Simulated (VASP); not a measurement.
Write the native input for VASP 6.6.1 that does the following.

| Property | Result |
| --- | --- |
| Task | single point |
| Functional | PBE |
| Potentials or basis | VASP PAW PBE potentials, release 64 (P, C) |
| Cutoff | 520 eV |
| k mesh | 6 × 6 × 6 |
| Occupations | gaussian, width 0.1 eV |
| Spin | no spin polarisation |
| Dipole correction | no |
| Further INCAR settings | ALGO = Normal; EDIFF = 1e-07; NBANDS = 20 |

The structure of P3C2 lies in POSCAR:

```
P3C2
1.0
    1.6402266200      0.9469852800      7.9526654800
   -1.6402266200      0.9469852800      7.9526654800
    0.0000000000     -1.8939705600      7.9526654800
P C
3 2
Direct
    0.7794186500      0.7794186500      0.7794186500
    0.2205813500      0.2205813500      0.2205813500
    0.0000000000      0.0000000000      0.0000000000
    0.6119155300      0.6119155300      0.6119155300
    0.3880844700      0.3880844700      0.3880844700
```

One way to write it, as run:

INCAR

```
PREC = Accurate ; ENCUT = 520
EDIFF = 1E-7 ; ISMEAR = 0
SIGMA = 0.1 ; LREAL = False
LASPH = True ; NELM = 60
ALGO = Normal ; ISIF = 2
LWAVE = False ; LCHARG = False
GGA = PE ; NBANDS = 20
```

KPOINTS

```
Automatic mesh
0
Gamma
  6 6 6
```

Potentials or basis: VASP PAW PBE potentials, release 64 (P, C).

The run is started by

```console
$ cat potpaw_PBE.64/P/POTCAR potpaw_PBE.64/C/POTCAR > POTCAR
$ mpirun -np 1 vasp_std > vasp.out
```

Results of the run:

```json
{
  "Pressure": "-26.0 GPa",
  "Largest force": "2.268 eV/Å"
}
```

Caveat: the k points lie up to 0.37 Å⁻¹ apart; forces of over 1 eV/Å act on the atoms, so gaps and moduli don't describe the material at rest.

Wall time 3.6 min on 1 thread of Intel(R) Xeon(R) Platinum 8488C (Sapphire Rapids), with other jobs on the host, peak memory 0.51 GiB.
